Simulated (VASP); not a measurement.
# AlN (sol) (P6_3mc) in VASP: further runs, part 2 of 2

VASP 6.6.1. The steps go on from the part before.

## 5. Relaxation of the atoms, PBEsol (strained cell)

INCAR reads:

```
SYSTEM = AlN
PREC     = Accurate       ! precision mode
ENCUT    = 520            ! plane-wave cutoff, eV
EDIFF    = 1E-7           ! SCF threshold, eV
ISMEAR   = 0              ! smearing method
SIGMA    = 0.02           ! smearing width, eV
LREAL    = .FALSE.        ! projectors in reciprocal space
LASPH    = .TRUE.         ! aspherical terms in the spheres
NELM     = 120            ! most SCF steps
ALGO     = Normal         ! electronic algorithm
ISIF     = 2              ! what is computed and relaxed
LWAVE    = .FALSE.        ! write WAVECAR
LCHARG   = .FALSE.        ! write CHGCAR
GGA      = PS             ! functional
IBRION   = 2              ! ionic algorithm
NSW      = 60             ! ionic steps
EDIFFG   = -0.002         ! ionic threshold
GGA_COMPAT= .FALSE.      
NELMIN   = 4
```

KPOINTS reads:

```
Automatic mesh
0
G
  9 9 4
  0 0 0
```

POSCAR reads:

```
AlN
1.0
    3.1449155735      0.0000000000      0.0000000000
   -1.5724577868      2.7235767794      0.0000000000
    0.0000000000      0.0000000000      4.9512498786
Al N
2 2
Direct
    0.3333333333      0.6666666667     -0.0014782276
    0.6666666667      0.3333333333      0.4985217724
    0.3333333333      0.6666666667      0.3834782276
    0.6666666667      0.3333333333      0.8834782276
```

Potentials or basis: VASP PAW PBE potentials, release 64 (Al, N).

Command:

```console
$ cat potpaw_PBE.64/Al/POTCAR potpaw_PBE.64/N/POTCAR > POTCAR
$ mpirun -np 1 vasp_std > vasp.out
```

OUTCAR:

```text
SYSTEM = AlN
   PREC = Accurate
   ENCUT = 520
   EDIFF = 1E-7
   ISMEAR = 0
   LREAL = .FALSE.
   LASPH = .TRUE.
   NELM = 120
   ISIF = 2
   GGA = PS
   IBRION = 2
   NSW = 60
   EDIFFG = -0.002
   NELMIN = 4

 ion  position               nearest neighbor table
   1  0.333  0.667  0.999-   4 1.90   4 1.90   4 1.90   3 1.91   2 3.07   2 3.07   2 3.07   2 3.07
                             2 3.07   2 3.07
   2  0.667  0.333  0.499-   3 1.90   3 1.90   3 1.90   4 1.91   1 3.07   1 3.07   1 3.07   1 3.07
                             1 3.07   1 3.07
   3  0.333  0.667  0.383-   2 1.90   2 1.90   2 1.90   1 1.91
   4  0.667  0.333  0.883-   1 1.90   1 1.90   1 1.90   2 1.91

  LATTYP: Found a hexagonal cell.
 ALAT       =     3.1449155735
 C/A-ratio  =     1.5743665491

  Lattice vectors:

 A1 = (   3.1449155735,   0.0000000000,   0.0000000000)
 A2 = (  -1.5724577868,   2.7235767794,   0.0000000000)
 A3 = (   0.0000000000,   0.0000000000,   4.9512498786)

Analysis of symmetry for initial positions (statically):
=====================================================================
 Subroutine PRICEL returns:
 Original cell was already a primitive cell.

 Routine SETGRP: Setting up the symmetry group for a
 hexagonal supercell.

 Subroutine GETGRP returns: Found 12 space group operations
 (whereof  6 operations were pure point group operations)
 out of a pool of 24 trial point group operations.

The static configuration has the point symmetry C_3v.
 The point group associated with its full space group is C_6v.

Analysis of symmetry for dynamics (positions and initial velocities):
=====================================================================
 Subroutine PRICEL returns:
 Original cell was already a primitive cell.

 Routine SETGRP: Setting up the symmetry group for a
 hexagonal supercell.

 Subroutine GETGRP returns: Found 12 space group operations
 (whereof  6 operations were pure point group operations)
[... 185 lines left out ...]
    total drift:                               -0.000000      0.000000     -0.000251

  FREE ENERGIE OF THE ION-ELECTRON SYSTEM (eV)
  ---------------------------------------------------
  free  energy   TOTEN  =       -31.3011036219 eV

  energy  without entropy=      -31.3011036219  energy(sigma->0) =      -31.30110362

--------------------------------------- Ionic step        2  -------------------------------------------

 number of electron      16.0000000 magnetization

 Free energy of the ion-electron system (eV)
  ---------------------------------------------------
  ext. energy  EPLUGINS =         0.00000000
  ---------------------------------------------------
  free energy    TOTEN  =       -31.30110751 eV

  energy without entropy =      -31.30110751  energy(sigma->0) =      -31.30110751

 E-fermi :   6.1462     XC(G=0): -11.0406

 val. band max:        6.0236042471   @ k =   0.0000   0.0000   0.0000
 cond. band min:       9.9297762498   @ k =   0.0000   0.0000   0.0000
 fundamental gap:      3.9061720026
 Fermi energy:         6.1462287881

 k-point     1 :       0.0000    0.0000    0.0000
  band No.  band energies     occupation
      1      -9.1587      2.00000
      2      -6.9516      2.00000
      3      -0.0050      2.00000
      4       4.9686      2.00000
      5       4.9686      2.00000
      6       5.6670      2.00000
      7       5.6670      2.00000
      8       6.0236      2.00000
      9       9.9298      0.00000
     10      12.2120      0.00000
     11      16.4232      0.00000
     12      16.6888      0.00000
[... 331 lines left out ...]
 k-point    24 :       0.3333    0.3333    0.2500
  band No.  band energies     occupation
      1      -6.6650      2.00000
      2      -6.6650      2.00000
      3       1.3315      2.00000
      4       1.4514      2.00000
      5       1.4514      2.00000
      6       3.0056      2.00000
      7       4.4908      2.00000
      8       4.4908      2.00000
      9      11.7584      0.00000
     10      13.9310      0.00000
     11      14.4213      0.00000
     12      14.4213      0.00000

 [... further k-points ...]
[... 5 lines left out ...]
  --------------------------------------------------------------------------------------
  -------------------------------------------------------------------------------------
  Total       -1.1497017     -1.1497017      0.0154155      0.0000000      0.0000000      0.0000000
  in kB      -43.4342475    -43.4342475      0.5823777      0.0000000      0.0000000      0.0000000
  external PRESSURE =     -28.7620391 kB  Pullay stress =       0.0000000 kB

 VOLUME and BASIS-vectors are now :
 -----------------------------------------------------------------------------
  energy-cutoff  :      520.00
  volume of cell :       42.41
      direct lattice vectors                 reciprocal lattice vectors
     3.144915574  0.000000000  0.000000000     0.317973560  0.183582120  0.000000000
    -1.572457787  2.723576779  0.000000000     0.000000000  0.367164241  0.000000000
     0.000000000  0.000000000  4.951249879     0.000000000  0.000000000  0.201969205

 POSITION                                       TOTAL-FORCE (eV/Angst)
 -----------------------------------------------------------------------------------
     -0.00000      1.81572      4.94359         0.000000      0.000000      0.001455
      1.57246      0.90786      2.46797        -0.000000     -0.000000      0.001455
     -0.00000      1.81572      1.89904        -0.000000      0.000000     -0.001455
      1.57246      0.90786      4.37466         0.000000     -0.000000     -0.001455
 -----------------------------------------------------------------------------------
    total drift:                               -0.000000      0.000000     -0.001399

  FREE ENERGIE OF THE ION-ELECTRON SYSTEM (eV)
  ---------------------------------------------------
  free  energy   TOTEN  =       -31.3011075140 eV

  energy  without entropy=      -31.3011075140  energy(sigma->0) =      -31.30110751

 reached required accuracy - stopping structural energy minimisation
```

OSZICAR:

```text
N       E                     dE             d eps       ncg     rms          rms(c)
DAV:   1     0.524481985515E+02    0.52448E+02   -0.77046E+03   864   0.120E+03
DAV:   2    -0.314611518117E+02   -0.83909E+02   -0.76436E+02  1248   0.224E+02
DAV:   3    -0.356555947669E+02   -0.41944E+01   -0.41742E+01  1124   0.551E+01
DAV:   4    -0.356911701793E+02   -0.35575E-01   -0.35569E-01   980   0.582E+00
[... 11 lines left out ...]
       N       E                     dE             d eps       ncg     rms          rms(c)
DAV:   1    -0.313011069978E+02   -0.33658E-05   -0.10073E-03   864   0.291E-01    0.502E-03
DAV:   2    -0.313011079621E+02   -0.96429E-06   -0.15281E-05   992   0.337E-02    0.324E-03
DAV:   3    -0.313011075514E+02    0.41071E-06   -0.37212E-07   988   0.715E-03    0.139E-03
DAV:   4    -0.313011075140E+02    0.37445E-07   -0.37503E-07   740   0.544E-03
   2 F= -.31301108E+02 E0= -.31301108E+02  d E =-.389207E-05
```

CONTCAR:

```text
AlN
   1.00000000000000
     3.1449155735000001    0.0000000000000000    0.0000000000000000
    -1.5724577868000000    2.7235767794000001    0.0000000000000000
     0.0000000000000000    0.0000000000000000    4.9512498785999997
  Al              N
     2     2
Direct
     0.3333333332999970    0.6666666667000030    0.9984533338310596
     0.6666666667000030    0.3333333332999970    0.4984533338310596
     0.3333333332999970    0.6666666667000030    0.3835466661689383
     0.6666666667000030    0.3333333332999970    0.8835466661689383

  0.00000000E+00  0.00000000E+00  0.00000000E+00
  0.00000000E+00  0.00000000E+00  0.00000000E+00
  0.00000000E+00  0.00000000E+00  0.00000000E+00
  0.00000000E+00  0.00000000E+00  0.00000000E+00
```

Wall time 17 s (1 thread of Intel Xeon Platinum 8259CL at 2.50GHz (Skylake/Cascade Lake), shared host); peak memory 0.15 GiB.

What came out:

```yaml
Free_energy: -31.3011 eV
Energy_gained_by_relaxing: 0.0 meV/atom
Ionic_steps: 2
Pressure_after_relaxing: -2.9 GPa
Band_gap_on_the_k_mesh: 3.91 eV, direct
```

Stress tensor (GPa, compression positive):
```
-4.34  0.00  0.00
 0.00 -4.34  0.00
 0.00  0.00  0.06
```

Final structure:
```
Al N
1.0
     3.14492    0.00000    0.00000
    -1.57246    2.72358    0.00000
     0.00000    0.00000    4.95125
Al N
2 2
Direct
  0.33333 0.66667 0.99845
  0.66667 0.33333 0.49845
  0.33333 0.66667 0.38355
  0.66667 0.33333 0.88355
```

Caveat: the cell differs from its parent crystal (strained cell); the PAW data sets were made with another functional, which shifts forces and pressure a little.

## 6. Relaxation of the atoms, PBEsol (strained cell)

INCAR reads:

```
SYSTEM = AlN
ALGO = Normal
EDIFF = 1E-7
EDIFFG = -0.002
ENCUT = 520
GGA = PS
GGA_COMPAT = .FALSE.
IBRION = 2
ISIF = 2
ISMEAR = 0
LASPH = .TRUE.
LCHARG = .FALSE.
LREAL = .FALSE.
LWAVE = .FALSE.
NELM = 120
NELMIN = 4
NSW = 60
PREC = Accurate
SIGMA = 0.02
```

KPOINTS reads:

```
k-points
0
G
  9 9 4
  0 0 0
```

POSCAR reads:

```
AlN
1.0
    3.1449155735      0.0000000000      0.0000000000
   -1.5724577868      2.7235767794      0.0000000000
    0.0000000000      0.0000000000      4.9525023395
Al N
2 2
Direct
    0.3333333333      0.6666666667     -0.0015224502
    0.6666666667      0.3333333333      0.4984775498
    0.3333333333      0.6666666667      0.3835224502
    0.6666666667      0.3333333333      0.8835224502
```

Potentials or basis: VASP PAW PBE potentials, release 64 (Al, N).

Command:

```console
$ cat potpaw_PBE.64/Al/POTCAR potpaw_PBE.64/N/POTCAR > POTCAR
$ mpirun -np 1 vasp_std > vasp.out
```

OUTCAR:

```text
SYSTEM = AlN
   EDIFF = 1E-7
   EDIFFG = -0.002
   ENCUT = 520
   GGA = PS
   IBRION = 2
   ISIF = 2
   ISMEAR = 0
   LASPH = .TRUE.
   LREAL = .FALSE.
   NELM = 120
   NELMIN = 4
   NSW = 60
   PREC = Accurate

 ion  position               nearest neighbor table
   1  0.333  0.667  0.998-   4 1.90   4 1.90   4 1.90   3 1.91   2 3.07   2 3.07   2 3.07   2 3.07
                             2 3.07   2 3.07
   2  0.667  0.333  0.498-   3 1.90   3 1.90   3 1.90   4 1.91   1 3.07   1 3.07   1 3.07   1 3.07
                             1 3.07   1 3.07
   3  0.333  0.667  0.384-   2 1.90   2 1.90   2 1.90   1 1.91
   4  0.667  0.333  0.884-   1 1.90   1 1.90   1 1.90   2 1.91
[... 567 lines left out ...]
  -------------------------------------------------------------------------------------
  Total       -1.1558784     -1.1558784     -0.0061732      0.0000000      0.0000000      0.0000000
  in kB      -43.6565523    -43.6565523     -0.2331583      0.0000000      0.0000000      0.0000000
  external PRESSURE =     -29.1820876 kB  Pullay stress =       0.0000000 kB

 VOLUME and BASIS-vectors are now :
 -----------------------------------------------------------------------------
  energy-cutoff  :      520.00
  volume of cell :       42.42
      direct lattice vectors                 reciprocal lattice vectors
     3.144915574  0.000000000  0.000000000     0.317973560  0.183582120  0.000000000
    -1.572457787  2.723576779  0.000000000     0.000000000  0.367164241  0.000000000
     0.000000000  0.000000000  4.952502339     0.000000000  0.000000000  0.201918128

 POSITION                                       TOTAL-FORCE (eV/Angst)
 -----------------------------------------------------------------------------------
     -0.00000      1.81572      4.94496         0.000000     -0.000000      0.001493
      1.57246      0.90786      2.46871        -0.000000      0.000000      0.001493
     -0.00000      1.81572      1.89940        -0.000000      0.000000     -0.001493
      1.57246      0.90786      4.37565         0.000000      0.000000     -0.001493
 -----------------------------------------------------------------------------------
    total drift:                               -0.000000      0.000000     -0.000228

  FREE ENERGIE OF THE ION-ELECTRON SYSTEM (eV)
  ---------------------------------------------------
  free  energy   TOTEN  =       -31.3011193471 eV

  energy  without entropy=      -31.3011193471  energy(sigma->0) =      -31.30111935

 reached required accuracy - stopping structural energy minimisation
```

OSZICAR:

```text
N       E                     dE             d eps       ncg     rms          rms(c)
DAV:   1     0.515062592085E+02    0.51506E+02   -0.76127E+03   864   0.120E+03
DAV:   2    -0.314654479165E+02   -0.82972E+02   -0.76037E+02  1216   0.224E+02
DAV:   3    -0.356544716150E+02   -0.41890E+01   -0.41694E+01  1124   0.547E+01
DAV:   4    -0.356900956024E+02   -0.35624E-01   -0.35611E-01   984   0.579E+00
DAV:   5    -0.356905823908E+02   -0.48679E-03   -0.48677E-03  1104   0.698E-01    0.116E+01
DAV:   6    -0.313624063637E+02    0.43282E+01   -0.15398E+01  1036   0.296E+01    0.423E+00
DAV:   7    -0.313365353361E+02    0.25871E-01   -0.54964E-01   932   0.589E+00    0.281E+00
DAV:   8    -0.313051052351E+02    0.31430E-01   -0.76052E-02  1000   0.287E+00    0.455E-01
DAV:   9    -0.313008778510E+02    0.42274E-02   -0.16703E-02  1068   0.962E-01    0.239E-01
DAV:  10    -0.313011745349E+02   -0.29668E-03   -0.11846E-03  1000   0.269E-01    0.140E-01
DAV:  11    -0.313011203152E+02    0.54220E-04   -0.13243E-04  1000   0.935E-02    0.299E-02
DAV:  12    -0.313011200044E+02    0.31082E-06   -0.26504E-06  1004   0.175E-02    0.661E-03
DAV:  13    -0.313011193571E+02    0.64725E-06   -0.36145E-06  1032   0.146E-02    0.271E-03
DAV:  14    -0.313011193471E+02    0.99924E-08   -0.94580E-08   540   0.312E-03
   1 F= -.31301119E+02 E0= -.31301119E+02  d E =-.313011E+02
```

CONTCAR:

```text
AlN
   1.00000000000000
     3.1449155735000001    0.0000000000000000    0.0000000000000000
    -1.5724577868000000    2.7235767794000001    0.0000000000000000
     0.0000000000000000    0.0000000000000000    4.9525023394999996
  Al              N
     2     2
Direct
     0.3333333332999970    0.6666666667000030    0.9984775498000005
     0.6666666667000030    0.3333333332999970    0.4984775498000005
     0.3333333332999970    0.6666666667000030    0.3835224501999974
     0.6666666667000030    0.3333333332999970    0.8835224501999974

  0.00000000E+00  0.00000000E+00  0.00000000E+00
  0.00000000E+00  0.00000000E+00  0.00000000E+00
  0.00000000E+00  0.00000000E+00  0.00000000E+00
  0.00000000E+00  0.00000000E+00  0.00000000E+00
```

It took 13 s on 1 thread of Intel Xeon Platinum 8259CL at 2.50GHz (Skylake/Cascade Lake), shared host; peak memory 0.16 GiB.

Results:

```
Free energy             : -31.3011 eV
Pressure after relaxing : -2.9 GPa
Band gap on the k mesh  : 3.91 eV, direct
```

Final structure:
```cif
data_structure
_symmetry_space_group_name_H-M 'P 1'
_symmetry_Int_Tables_number 1
_cell_length_a 3.1449
_cell_length_b 3.1449
_cell_length_c 4.9525
_cell_angle_alpha 90.000
_cell_angle_beta 90.000
_cell_angle_gamma 120.000
_cell_volume 42.42
loop_
_atom_site_label
_atom_site_type_symbol
_atom_site_fract_x
_atom_site_fract_y
_atom_site_fract_z
_atom_site_occupancy
Al1 Al 0.33333 0.66667 0.99848 1
Al2 Al 0.66667 0.33333 0.49848 1
N1 N 0.33333 0.66667 0.38352 1
N2 N 0.66667 0.33333 0.88352 1
```

Levels at points of the mesh, in eV from the valence-band top:
| k point | band 4 | band 5 | band 6 | band 7 | band 8 | band 9 | band 10 | band 11 | band 12 |
| --- | --- | --- | --- | --- | --- | --- | --- | --- | --- |
| (0.00, 0.00, 0.00) | -1.05 | -1.05 | -0.35 | -0.35 | 0.00 | 3.91 | 6.19 | 10.40 | 10.67 |
| (0.00, 0.00, 0.50) | -3.35 | -0.71 | -0.71 | -0.71 | -0.71 | 6.11 | 6.11 | 10.06 | 10.06 |

Caveat: the cell differs from its parent crystal (strained cell); the relaxation stopped at its first step, so nothing moved; the PAW data sets were made with another functional, which shifts forces and pressure a little.

## 7. Overview

| task | cell | cutoff (eV) | smearing | gap on the mesh (eV) | pressure (GPa) |
| --- | --- | --- | --- | --- | --- |
| single point | a = 3.145, b = 3.145, c = 4.953 Å, angles 90.0, 90.0, 120.0°, 4 atoms | 600 | gaussian 0.01 eV | 3.91 | -3.1 |
| relaxation of the atoms | atoms relaxed from a = 3.145, b = 3.145, c = 4.954 Å, angles 90.0, 90.0, 120.0°, 4 atoms | 520 | gaussian 0.02 eV | 3.91 | -3.0 |
| relaxation of the atoms | atoms relaxed from a = 3.145, b = 3.145, c = 4.951 Å, angles 90.0, 90.0, 120.0°, 4 atoms | 520 | gaussian 0.02 eV | 3.91 | -2.9 |
| relaxation of the atoms | atoms relaxed from a = 3.145, b = 3.145, c = 4.953 Å, angles 90.0, 90.0, 120.0°, 4 atoms | 520 | gaussian 0.02 eV | 3.91 | -2.9 |

Alike in all rows: level PBEsol; potentials or basis VASP PAW PBE potentials, release 64 (Al, N); no spin polarisation; k mesh 9 × 9 × 4.

Caveats: the PAW data sets were made with another functional, which shifts forces and pressure a little; the relaxation stopped at its first step, so nothing moved (some runs).

Absolute energies hang on the potentials; compare differences alone.
